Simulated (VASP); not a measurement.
Runs of VASP 6.6.1 on Rh. The typed cell holds 1 atom: a = 2.720 Å, b = 2.682 Å, c = 2.658 Å, α = 58.36°, β = 61.98°, γ = 59.55°. 

| k mesh | gap on the mesh (eV) | pressure (GPa) |
| --- | --- | --- |
| 8 × 9 × 9 | none | (a) |
| 16 × 17 × 17 | none | 8.6 |
| 10 × 11 × 11 | none | 8.7 |
| 13 × 14 × 14 | none | 8.6 |

Alike in all rows: task single point; level PBE; potentials or basis VASP PAW PBE potentials, release 64 (Rh_pv); no spin polarisation; cell as given; cutoff (eV) 520; smearing gaussian 0.05 eV.

Question: Fill in the values left out.

Answer: (a) 8.9.

Caveats: the stress differs along the axes, from 4 to 16 GPa.

A k mesh can miss the band edges, and the runs leave out spin-orbit coupling on Rh.

A gap of «none» marks levels without a gap at the run's occupations.
